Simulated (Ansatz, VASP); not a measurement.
## Two plane-wave programs on C

```
C
1.0
     2.53594    0.00000    0.00000
    -1.26797    2.19619    0.00000
     0.00000    0.00000    6.62692
C
4
Direct
  0.00000 0.00000 0.00250
  0.00000 0.00000 0.50250
  0.33333 0.66667 0.00250
  0.66667 0.33333 0.50250
```

Alike in both runs: task single point; functional PBEsol; dispersion D3(BJ); k mesh 21 × 21 × 8; occupations gaussian, width 0.15 eV; no spin polarisation.

|  | VASP | Ansatz |
| --- | --- | --- |
| version | VASP 6.6.1 | Ansatz 0.2.0 |
| potentials or method | VASP PAW PBE potentials, release 64 (C), cutoff 520 eV | scalar-relativistic, plane waves, PAW |
| valence electrons in the cell | 16 | 16 |

|  | VASP | Ansatz | Ansatz less VASP |
| --- | --- | --- | --- |
| gap on the k mesh at the Fermi level (eV) | none | none | - |
| pressure (GPa) | -23.3 | -24.0 | -0.63 |
| traceless stress, the component that is largest in VASP (GPa) | 23.19 | 23.89 | +0.692 |

VASP's potentials were made for PBE, not for PBEsol, and Ansatz warns of the same on its side. A gap of «none» marks a metal or a gap that the smearing closes.
